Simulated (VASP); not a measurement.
Wanted: the native input for a VASP 6.6.1 run.

| Item | Value |
| --- | --- |
| Task | single point |
| Functional | PBEsol |
| Potentials or basis | VASP PAW PBE potentials, release 64 (Al, N) |
| Cutoff | 520 eV |
| k mesh | 9 × 9 × 6 |
| Occupations | gaussian, width 0.05 eV |
| Spin | no spin polarisation |
| Dipole correction | no |
| Further INCAR settings | ALGO = Normal; EDIFF = 1e-07; NBANDS = 16 |

The structure of AlN lies in POSCAR:

```
AlN
1.0
    3.4005000000      0.0000000000      0.0000000000
   -1.7002500000      2.9449193856      0.0000000000
    0.0000000000      0.0000000000      4.0572000000
Al N
2 2
Direct
    0.3333333333      0.6666666667      0.7500000000
    0.6666666667      0.3333333333      0.2500000000
    0.3333333333      0.6666666667      0.2500000000
    0.6666666667      0.3333333333      0.7500000000
```

These files were run (other wordings do the same):

INCAR

```
ALGO = Normal ; EDIFF = 1E-7
ENCUT = 520 ; GGA = PS
ISIF = 2 ; ISMEAR = 0
LASPH = True ; LCHARG = False
LREAL = False ; LWAVE = False
NBANDS = 16 ; NELM = 100
PREC = Accurate ; SIGMA = 0.05
```

KPOINTS

```
k-points
0
Gamma
  9 9 6
```

Potentials or basis: VASP PAW PBE potentials, release 64 (Al, N).

Command:

```console
$ cat potpaw_PBE.64/Al/POTCAR potpaw_PBE.64/N/POTCAR > POTCAR
$ mpirun -np 1 vasp_std > vasp.out
```

Results of the run:

* Pressure: -8.0 GPa
* Band gap on the k mesh: 3.21 eV, direct

Caveat: the PAW data sets were made with another functional, which shifts forces and pressure a little.

Wall time 24 s on 1 thread of Intel Xeon 6975P-C (shared host), peak memory 0.17 GiB.
